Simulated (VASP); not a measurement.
Write the native input for VASP 6.6.1 that does the following.

- Task: single point
- Functional: PBE
- Potentials or basis: VASP PAW PBE potentials, release 64 (Sr_sv, Cl)
- Cutoff: 520 eV
- k mesh: 6 × 6 × 6
- Occupations: gaussian, width 0.05 eV
- Spin: no spin polarisation
- Dipole correction: no
- Further INCAR settings: ALGO = Normal; EDIFF = 1e-06; NBANDS = 19

The structure of SrCl2 lies in POSCAR:

```
SrCl2
1.0
    0.0000000000      3.4816533984      3.5380561835
    3.4816533984      0.0000000000      3.5380561835
    3.4816533984      3.4816533984      0.0000000000
Sr Cl
1 2
Direct
    0.0000000000      0.0000000000      0.0000000000
    0.2500000000      0.2500000000      0.2500000000
    0.7500000000      0.7500000000      0.7500000000
```

This cell differs from its parent crystal: volume 28.592 Å^3 an atom, c/a of the conventional cell 1.0162.

One way to write it, as run:

INCAR

```
PREC     = Accurate       # precision mode
ENCUT    = 520            # plane-wave cutoff, eV
EDIFF    = 1E-6           # SCF threshold, eV
ISMEAR   = 0              # smearing method
SIGMA    = 0.05           # smearing width, eV
LREAL    = F              # projectors in reciprocal space
LASPH    = T              # aspherical terms in the spheres
NELM     = 80             # most SCF steps
ALGO     = Normal         # electronic algorithm
ISIF     = 2              # what is computed and relaxed
LWAVE    = F              # write WAVECAR
LCHARG   = F              # write CHGCAR
GGA      = PE             # functional
NBANDS   = 19             # bands
```

KPOINTS

```
regular mesh
0
Gamma
  6 6 6
```

Potentials or basis: VASP PAW PBE potentials, release 64 (Sr_sv, Cl).

Command:

```console
$ cat potpaw_PBE.64/Sr_sv/POTCAR potpaw_PBE.64/Cl/POTCAR > POTCAR
$ mpirun -np 1 vasp_std > vasp.out
```

It gave:

| Property | Result |
| --- | --- |
| Pressure | 0.7 GPa |
| Band gap on the k mesh | 5.26 eV, indirect (least direct gap 5.47 eV) |

It took 34 s on 1 thread of AMD EPYC 9R45 96-Core Processor (Zen 5) (shared host), peak memory 0.22 GiB.
